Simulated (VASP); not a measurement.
# PtSe2 in VASP: notebook

The runs below take PtSe2 through relaxation of cell and atoms, single point, with r2SCAN+U, PBE+D3(BJ)+U.

All numbers are computed with VASP 6.6.1; they aren't measurements. Logs are shortened: lines on timing, memory, paths and dates and some standing lists are left out, and cuts for length are marked.

### 1 The cell of the first run

The structure is trigonal, space group P-3m1 (No. 164). Conventional cell: a = 3.724 Å, b = 3.724 Å, c = 5.062 Å, α = 90.00°, β = 90.00°, γ = 120.00°. Within 3.3 Å of Pt (site symmetry -3m) lie 6 Se at 2.49 Å. Se (site symmetry 3m) has 3 Pt at 2.49 Å and 6 Se at 3.32 Å within 3.4 Å.

### 2 Relaxation of cell and atoms, r2SCAN+U

Contents of POSCAR:

```
PtSe2
1.0
    3.7240000000      0.0000000000      0.0000000000
   -1.8620000000      3.2250786037      0.0000000000
    0.0000000000      0.0000000000      5.0620000000
Pt Se
1 2
Direct
    0.0000000000      0.0000000000      0.0000000000
    0.6666666667      0.3333333333      0.7500000000
    0.3333333333      0.6666666667      0.2500000000
```

Contents of INCAR.step1:

```
SYSTEM = PtSe2
PREC = Accurate
ENCUT = 600
ISMEAR = -1
SIGMA = 0.05
LREAL = .FALSE.
LASPH = .TRUE.
NELM = 150
LMAXMIX = 4
LDAU = .TRUE.
LDAUTYPE = 2
LDAUL = 2 -1
LDAUU = 8 0
LDAUJ = 0 0
GGA = PE
ALGO = Normal
EDIFF = 1E-4
LWAVE = .TRUE.
LCHARG = .FALSE.
```

Contents of INCAR.step2:

```
SYSTEM = PtSe2
PREC = Accurate
ENCUT = 600
EDIFF = 1E-7
ISMEAR = -1
SIGMA = 0.05
LREAL = .FALSE.
LASPH = .TRUE.
NELM = 150
ALGO = Normal
ISIF = 3
LWAVE = .FALSE.
LCHARG = .FALSE.
LMAXMIX = 4
LDAU = .TRUE.
LDAUTYPE = 2
LDAUL = 2 -1
LDAUU = 8 0
LDAUJ = 0 0
LDAUPRINT = 1
METAGGA = R2SCAN
LMIXTAU = .TRUE.
IBRION = 2
NSW = 60
EDIFFG = -0.01
ISTART = 1
```

Contents of KPOINTS:

```
Automatic mesh
0
G
  8 8 5
  0 0 0
```

Potentials or basis: VASP PAW PBE potentials, release 64 (Pt, Se).

Launch:

```console
$ cat potpaw_PBE.64/Pt/POTCAR potpaw_PBE.64/Se/POTCAR > POTCAR
$ cp INCAR.step1 INCAR
$ mpirun -np 1 vasp_std > vasp.out
$ cp INCAR.step2 INCAR
$ mpirun -np 1 vasp_std > vasp.out
```

OUTCAR:

```text
SYSTEM = PtSe2
   PREC = Accurate
   ENCUT = 600
   EDIFF = 1E-7
   ISMEAR = -1
   LREAL = .FALSE.
   LASPH = .TRUE.
   NELM = 150
   ISIF = 3
   METAGGA = R2SCAN
   IBRION = 2
   NSW = 60
   EDIFFG = -0.01
   ISTART = 1

 ion  position               nearest neighbor table
   1  0.000  0.000  0.000-   2 2.49   3 2.49   2 2.49   3 2.49   2 2.49   3 2.49
   2  0.667  0.333  0.750-   1 2.49   1 2.49   1 2.49
   3  0.333  0.667  0.250-   1 2.49   1 2.49   1 2.49

  LATTYP: Found a hexagonal cell.
 ALAT       =     3.7240000000
 C/A-ratio  =     1.3592910849

  Lattice vectors:

 A1 = (   3.7240000000,   0.0000000000,   0.0000000000)
 A2 = (  -1.8620000000,   3.2250786037,   0.0000000000)
 A3 = (   0.0000000000,   0.0000000000,   5.0620000000)

Analysis of symmetry for initial positions (statically):
=====================================================================
 Subroutine PRICEL returns:
 Original cell was already a primitive cell.

 Routine SETGRP: Setting up the symmetry group for a
 hexagonal supercell.

 Subroutine GETGRP returns: Found 12 space group operations
 (whereof 12 operations were pure point group operations)
 out of a pool of 24 trial point group operations.

The static configuration has the point symmetry D_3d.

Analysis of symmetry for dynamics (positions and initial velocities):
=====================================================================
 Subroutine PRICEL returns:
 Original cell was already a primitive cell.

 Routine SETGRP: Setting up the symmetry group for a
 hexagonal supercell.

 Subroutine GETGRP returns: Found 12 space group operations
 (whereof 12 operations were pure point group operations)
 out of a pool of 24 trial point group operations.

The dynamic configuration has the point symmetry D_3d.

 Subroutine INISYM returns: Found 12 space group operations
 (whereof 12 operations are pure point group operations),
 and found     1 'primitive' translations

----------------------------------------------------------------------------------------

                                     Primitive cell

  volume of cell :      60.7956

  direct lattice vectors                    reciprocal lattice vectors
     3.724000000  0.000000000  0.000000000     0.268528464  0.155034981  0.000000000
    -1.862000000  3.225078604  0.000000000     0.000000000  0.310069962  0.000000000
     0.000000000  0.000000000  5.062000000     0.000000000  0.000000000  0.197550375

  length of vectors
     3.724000000  3.724000000  5.062000000     0.310069962  0.310069962  0.197550375

  position of ions in fractional coordinates (direct lattice)
     0.000000000  0.000000000  0.000000000
     0.666666667  0.333333333  0.750000000
     0.333333333  0.666666667  0.250000000

  ion indices of the primitive-cell ions
   primitive index   ion index
                 1           1
                 2           2
                 3           3

----------------------------------------------------------------------------------------

 KPOINTS: Automatic mesh

Automatic generation of k-mesh.
 Grid dimensions read from file:
 generate k-points for:    8    8    5

 Generating k-lattice:

  Cartesian coordinates                     Fractional coordinates (reciprocal lattice)
     0.033566058  0.019379373  0.000000000     0.125000000  0.000000000  0.000000000
     0.000000000  0.038758745  0.000000000     0.000000000  0.125000000  0.000000000
     0.000000000  0.000000000  0.039510075     0.000000000  0.000000000  0.200000000

  Length of vectors
     0.038758745  0.038758745  0.039510075

  Shift w.r.t. Gamma in fractional coordinates (k-lattice)
     0.000000000  0.000000000  0.000000000

 Subroutine IBZKPT returns following result:
 ===========================================

 Found     40 irreducible k-points:

 Following reciprocal coordinates:
            Coordinates               Weight
  0.000000  0.000000  0.000000      1.000000
  0.125000 -0.000000  0.000000      6.000000
  0.250000 -0.000000  0.000000      6.000000
  0.375000  0.000000  0.000000      6.000000
  0.500000 -0.000000  0.000000      3.000000
  0.125000  0.125000  0.000000      6.000000
[... 16 lines left out ...]
 -0.125000  0.500000  0.200000     12.000000
  0.250000  0.250000  0.200000     12.000000
 [... further k-points ...]
   k-points           NKPTS =     40   k-points in BZ     NKDIM =     40   number of bands    NBANDS=     15
   number of dos      NEDOS =    301   number of ions     NIONS =      3
[... 17 lines left out ...]
   LREAL  =      F    real-space projection
   EDIFFG = -.1E-01   stopping-criterion for IOM
   NSW    =     60    number of steps for IOM
   IBRION =      2    ionic relax: 0-MD 1-quasi-New 2-CG
   NFREE  =      1    steps in history (QN), initial steepest desc. (CG)
   ISIF   =      3    stress and relaxation
   ISYM   =      2    0-nonsym 1-usesym 2-fastsym
   POTIM  = 0.5000    time-step for ionic-motion
   TEBEG  =    0.0;   TEEND  =   0.0 temperature during run
   PSTRESS=    0.0 pullay stress
   NELECT =      22.0000    total number of electrons
   NUPDOWN=      -1.0000    fix difference up-down
   EMIN   =  10.00;   EMAX   =-10.00  energy-range for DOS
   EFERMI =   0.00;   METHOD = LEGACY
   ISMEAR =    -1;   SIGMA  =   0.05  broadening in eV -4-tet -1-fermi 0-gaus
   EFERMI_NEDOS =   21; number of points for ismear=-14 and -15
   IALGO  =     38    algorithm
   IMIX   =      4    mixing-type and parameters
     AMIX     =   0.40;   BMIX     =  1.00
     AMIX_MAG =   1.60;   BMIX_MAG =  1.00
  volume/ion in A,a.u.               =      20.27       136.76
  Fermi-wavevector in a.u.,A,eV,Ry     =   1.166608  2.204570 18.517184  1.360975
  Thomas-Fermi vector in A             =   2.303119
   LORBIT       =      0    0 simple, 1 ext, 2 COOP (PROOUT), +10 PAW based schemes
 LDA+U is selected, type is set to LDAUTYPE =  2
   angular momentum for each species LDAUL =     2   -1
   U (eV)           for each species LDAUU =   8.0  0.0
   J (eV)           for each species LDAUJ =   0.0  0.0
   METAGGA = R2SCAN    functional components
   LHFCALC =     F    Hartree Fock is set to
   AEXX    =    0.0000 exact exchange contribution
   IVDW    =     0    specifies the selected vdW correction
   LEPSILON=     F    determine dielectric tensor
   LRPA    =     F    only Hartree local field effects (RPA)
 conjugate gradient relaxation of ions
 non-spin polarized calculation
  energy-cutoff  :      600.00
  volume of cell :       60.80
 maximum number of plane-waves:      2057
 NGX is ok and might be reduce to    30
   NGX = 15   NGY = 15   NGZ = 21

--------------------------------------- Ionic step        1  -------------------------------------------

 number of electron      22.0000000 magnetization

 Free energy of the ion-electron system (eV)
  ---------------------------------------------------
  ext. energy  EPLUGINS =         0.00000000
  ---------------------------------------------------
  free energy    TOTEN  =       -76.49606952 eV

  energy without entropy =      -76.48859402  energy(sigma->0) =      -76.49233177

------------------------ aborting loop because EDIFF is reached ----------------------------------------

  FORCE on cell =-STRESS in cart. coord.  units (eV):
  Direction    XX          YY          ZZ          XY          YZ          ZX
  --------------------------------------------------------------------------------------
  -------------------------------------------------------------------------------------
  Total       -0.6018364     -0.6018364      0.3051698      0.0000000      0.0000000      0.0000000
  in kB      -15.8605005    -15.8605005      8.0422950      0.0000000      0.0000000      0.0000000
  external PRESSURE =      -7.8929020 kB  Pullay stress =       0.0000000 kB
[... 92 lines left out ...]
  FREE ENERGIE OF THE ION-ELECTRON SYSTEM (eV)
  ---------------------------------------------------
  free  energy   TOTEN  =       -76.5011462861 eV

  energy  without entropy=      -76.4936637881  energy(sigma->0) =      -76.49740504

 E-fermi :   4.5401     XC(G=0): -10.4189

 val. band max:        4.2404559499   @ k =   0.1250  -0.0000   0.0000
 cond. band min:       4.8484560175   @ k =   0.0000   0.2500   0.4000
 fundamental gap:      0.6080000676
 Fermi energy:         4.5400781756

 k-point     1 :       0.0000    0.0000    0.0000
  band No.  band energies     occupation
      1     -10.9697      2.00000
      2      -8.9382      2.00000
      3      -3.5033      2.00000
      4      -2.8423      2.00000
      5      -2.8423      2.00000
      6      -1.3748      2.00000
      7      -1.3748      2.00000
      8       0.7949      2.00000
      9       4.0932      1.99974
     10       4.0932      1.99974
     11       4.1677      1.99883
     12       6.7613      0.00000
     13       6.7613      0.00000
     14       9.7183      0.00000
[... 403 lines left out ...]
      4      -2.6979      2.00000
      5      -2.1885      2.00000
      6      -1.3039      2.00000
      7      -0.6816      2.00000
      8      -0.4213      2.00000
      9       1.1580      2.00000
     10       1.7948      2.00000
     11       2.8704      2.00000
     12       5.0611      0.00006
     13       6.1916      0.00000
     14      10.3615      0.00000
     15      12.2387      0.00000

 [... further k-points ...]

[... ionic steps 4 to 13 ...]

--------------------------------------- Ionic step       14  -------------------------------------------

 number of electron      22.0000005 magnetization

------------------------ aborting loop because EDIFF is reached ----------------------------------------
[... 63 lines left out ...]
  FREE ENERGIE OF THE ION-ELECTRON SYSTEM (eV)
  ---------------------------------------------------
  free  energy   TOTEN  =       -76.5559541830 eV

  energy  without entropy=      -76.5558437349  energy(sigma->0) =      -76.55589896

atom =   1  type =  1  l = 2

 onsite density matrix

spin component  1

  0.8933  0.0000  0.0000  0.1163 -0.0000
  0.0000  0.8128  0.0000  0.0000  0.1163
  0.0000  0.0000  0.9738  0.0000  0.0000
  0.1163  0.0000  0.0000  0.8128  0.0000
 -0.0000  0.1163  0.0000  0.0000  0.8933

spin component  2

  0.8933  0.0000  0.0000  0.1163 -0.0000
  0.0000  0.8128  0.0000  0.0000  0.1163
  0.0000  0.0000  0.9738  0.0000  0.0000
  0.1163  0.0000  0.0000  0.8128  0.0000
 -0.0000  0.1163  0.0000  0.0000  0.8933

 occupancies and eigenvectors

  o =  0.7300  v = -0.5801  0.0000  0.0000  0.8146 -0.0000  0.0000  0.0000  0.0000  0.0000  0.0000      0.0000  0.0000  0.0000  0.0000  0.0000  0.0000  0.0000  0.0000  0.0000  0.0000
  o =  0.7300  v =  0.0000  0.0000  0.0000  0.0000  0.0000 -0.5801  0.0000  0.0000  0.8146 -0.0000      0.0000  0.0000  0.0000  0.0000  0.0000  0.0000  0.0000  0.0000  0.0000  0.0000
  o =  0.7300  v =  0.0000 -0.8146 -0.0000  0.0000  0.5801  0.0000  0.0000  0.0000  0.0000  0.0000      0.0000  0.0000  0.0000  0.0000  0.0000  0.0000  0.0000  0.0000  0.0000  0.0000
  o =  0.7300  v =  0.0000  0.0000  0.0000  0.0000  0.0000  0.0000 -0.8146 -0.0000  0.0000  0.5801      0.0000  0.0000  0.0000  0.0000  0.0000  0.0000  0.0000  0.0000  0.0000  0.0000
  o =  0.9738  v =  0.0000  0.0000 -1.0000  0.0000  0.0000  0.0000  0.0000  0.0000  0.0000  0.0000      0.0000  0.0000  0.0000  0.0000  0.0000  0.0000  0.0000  0.0000  0.0000  0.0000
  o =  0.9738  v =  0.0000  0.0000  0.0000  0.0000  0.0000  0.0000  0.0000 -1.0000  0.0000  0.0000      0.0000  0.0000  0.0000  0.0000  0.0000  0.0000  0.0000  0.0000  0.0000  0.0000
  o =  0.9761  v = -0.8146 -0.0000 -0.0000 -0.5801  0.0000  0.0000  0.0000  0.0000  0.0000  0.0000      0.0000  0.0000  0.0000  0.0000  0.0000  0.0000  0.0000  0.0000  0.0000  0.0000
  o =  0.9761  v =  0.0000  0.0000  0.0000  0.0000  0.0000 -0.8146 -0.0000 -0.0000 -0.5801  0.0000      0.0000  0.0000  0.0000  0.0000  0.0000  0.0000  0.0000  0.0000  0.0000  0.0000
  o =  0.9761  v =  0.0000  0.0000  0.0000  0.0000  0.0000  0.0000  0.5801  0.0000  0.0000  0.8146      0.0000  0.0000  0.0000  0.0000  0.0000  0.0000  0.0000  0.0000  0.0000  0.0000
  o =  0.9761  v =  0.0000  0.5801  0.0000  0.0000  0.8146  0.0000  0.0000  0.0000  0.0000  0.0000      0.0000  0.0000  0.0000  0.0000  0.0000  0.0000  0.0000  0.0000  0.0000  0.0000

--------------------------------------- Ionic step       16  -------------------------------------------

 number of electron      22.0000004 magnetization

 Free energy of the ion-electron system (eV)
  ---------------------------------------------------
  ext. energy  EPLUGINS =         0.00000000
  ---------------------------------------------------
  free energy    TOTEN  =       -76.55597098 eV

  energy without entropy =      -76.55586136  energy(sigma->0) =      -76.55591617

 E-fermi :   4.4759     XC(G=0): -10.3432

 val. band max:        4.1944602919   @ k =   0.1250  -0.0000   0.0000
 cond. band min:       4.7616905923   @ k =   0.0000   0.2500   0.4000
 fundamental gap:      0.5672303005
 Fermi energy:         4.4759086890

 k-point     1 :       0.0000    0.0000    0.0000
  band No.  band energies     occupation
      1     -11.1042      2.00000
      2      -8.9768      2.00000
      3      -3.5560      2.00000
      4      -3.0176      2.00000
      5      -3.0176      2.00000
      6      -1.5332      2.00000
      7      -1.5332      2.00000
      8       0.8343      2.00000
      9       3.9097      1.99998
     10       3.9097      1.99998
     11       4.1002      1.99891
     12       6.6650      0.00000
     13       6.6650      0.00000
     14       9.5584      0.00000
[... 445 lines left out ...]
  FREE ENERGIE OF THE ION-ELECTRON SYSTEM (eV)
  ---------------------------------------------------
  free  energy   TOTEN  =       -76.5559709809 eV

  energy  without entropy=      -76.5558613566  energy(sigma->0) =      -76.55591617

 reached required accuracy - stopping structural energy minimisation
```

Wall time 39 min (1 thread of Oxide Virtual Turin-like, shared host); peak memory 0.21 GiB.

What came out:

* Free energy: -76.5560 eV
* Relaxed volume: 22.90 Å³/atom
* Relaxed cell: a = 3.639 Å, b = 3.639 Å, c = 5.992 Å, α = 90.00°, β = 90.00°, γ = 120.00°
* Space group after relaxing (to 0.1 Å): P-3m1 (No. 164)
* Energy gained by relaxing: 20.0 meV/atom
* Ionic steps: 16
* Pressure after relaxing: 0.0 GPa
* Band gap on the k mesh: 0.57 eV (least direct gap 1.07 eV)

The path:
| step | energy change (eV) | largest force (eV/Å) | pressure (GPa) | volume (Å³) |
| --- | --- | --- | --- | --- |
| 1 | 0.0000 | 0.0484 | -0.79 | 60.80 |
| 2 | -0.0045 | 0.0885 | 1.50 | 59.92 |
| 3 | -0.0051 | 0.0531 | 0.91 | 60.14 |
| 4 | -0.0109 | 0.0702 | 0.58 | 60.49 |
| 5 | -0.0133 | 0.2444 | 0.13 | 60.97 |
| 6 | -0.0191 | 0.2457 | 0.18 | 61.48 |
| 7 | -0.0342 | 0.2121 | 0.46 | 62.98 |
| 8 | -0.0452 | 0.0650 | 1.57 | 65.84 |
| 9 | -0.0487 | 0.1137 | 1.00 | 66.53 |
| 10 | -0.0519 | 0.2113 | -0.06 | 67.97 |
| 11 | -0.0539 | 0.1778 | -0.01 | 68.05 |
| 12 | -0.0582 | 0.0775 | 0.13 | 68.29 |
| 13 | -0.0584 | 0.1239 | 0.42 | 68.76 |
| 14 | -0.0598 | 0.0257 | 0.28 | 68.53 |
| 15 | -0.0599 | 0.0095 | -0.08 | 68.76 |
| 16 | -0.0599 | 0.0005 | 0.01 | 68.70 |

Final structure:
```
Pt Se
1.0
     3.63853    0.00000    0.00000
    -1.81926    3.15106    0.00000
     0.00000    0.00000    5.99236
Pt Se
1 2
Direct
  0.00000 0.00000 0.00000
  0.66667 0.33333 0.78117
  0.33333 0.66667 0.21883
```

Levels at points of the mesh, in eV from the valence-band top:
```csv
k point,band 8,band 9,band 10,band 11,band 12,band 13,band 14,band 15
"(0.00, 0.00, 0.00)",-3.36,-0.28,-0.28,-0.09,2.47,2.47,5.36,5.81
"(0.50, 0.00, 0.00)",-4.21,-3.45,-2.52,-2.30,1.61,2.48,5.17,6.75
```

Eigenvalues of the final occupation matrices:
```
    site  spin  trace               eigenvalues
site 1 d     1   4.39  0.73 0.73 0.97 0.98 0.98
site 1 d     2   4.39  0.73 0.73 0.97 0.98 0.98
```

Caveat: a cell axis changed by over 15 % at a fixed basis, so the end point is rough; the PAW data sets were made with another functional, which shifts forces and pressure a little; spin-orbit coupling is left out, which moves the levels of the heavy elements.

### 3 Single point, PBE+D3(BJ)+U (atoms moved at random)

Contents of INCAR:

```
PREC = Accurate ; ENCUT = 500
EDIFF = 1E-6 ; ISMEAR = 0
SIGMA = 0.025 ; LREAL = False
LASPH = True ; NELM = 200
ALGO = Normal ; ISIF = 2
LWAVE = False ; LCHARG = False
LMAXMIX = 4 ; LDAU = True
LDAUTYPE = 2 ; LDAUL = 2 -1
LDAUU = 5.3 0 ; LDAUJ = 0 0
LDAUPRINT = 1 ; GGA = PE
IVDW = 12 ; NBANDS = 18
GGA_COMPAT = False
```

Contents of KPOINTS:

```
Automatic mesh
0
Gamma
  8 8 5
```

Contents of POSCAR:

```
PtSe2
1.0
    3.7240000000      0.0000000000      0.0000000000
   -1.8620000000      3.2250786037      0.0000000000
    0.0000000000      0.0000000000      5.0620000000
Pt Se
1 2
Direct
    0.0251440000      0.0171420000      0.0075680000
    0.6653290000      0.3420100000      0.7635910000
    0.3609660000      0.6759000000      0.2527090000
```

Potentials or basis: VASP PAW PBE potentials, release 64 (Pt, Se).

Launch:

```console
$ cat potpaw_PBE.64/Pt/POTCAR potpaw_PBE.64/Se/POTCAR > POTCAR
$ mpirun -np 1 vasp_std > vasp.out
```

Run time: 3 min. Hardware: 1 thread of Oxide Virtual Turin-like, shared host; peak memory 0.28 GiB.

It converged, with:

* Free energy: -12.0886 eV
* Pressure: 1.9 GPa
* Largest force: 1.100 eV/Å
* Band gap on the k mesh: zero (bands 11 and 12 overlap by 0.46 eV)
* Dispersion energy per atom: -0.476 eV

Forces on the atoms (eV/Å):
```
Pt  -0.489 -0.435  0.109
Se   0.721  0.278 -0.783
Se  -0.232  0.157  0.673
```

Stress tensor (GPa, compression positive):
```
 2.23  1.52 -2.88
 1.52  1.72 -0.35
-2.88 -0.35  1.80
```

Levels at points of the mesh, in eV from the Fermi level:
```csv
k point,band 9,band 10,band 11,band 12,band 13,band 14
"(0.00, 0.00, 0.00)",-1.12,-0.81,0.41,1.26,1.63,3.85
"(0.50, 0.00, 0.00)",-3.60,-3.45,-3.33,0.80,2.17,4.62
"(0.00, 0.50, 0.00)",-3.54,-3.46,-3.32,0.60,2.26,4.70
"(0.50, 0.50, 0.00)",-3.51,-3.41,-3.32,0.41,2.40,4.68
```

Eigenvalues of the final occupation matrices:
| site | spin | trace | eigenvalues |
| --- | --- | --- | --- |
| site 1 d | 1 | 4.28 | 0.73 0.74 0.94 0.94 0.94 |
| site 1 d | 2 | 4.28 | 0.73 0.74 0.94 0.94 0.94 |

Caveat: the cell differs from its parent crystal (atoms moved at random); spin-orbit coupling is left out, which moves the levels of the heavy elements; U without spin polarisation on a metal has little footing; forces of over 1 eV/Å act on the atoms, so gaps and moduli don't describe the material at rest.
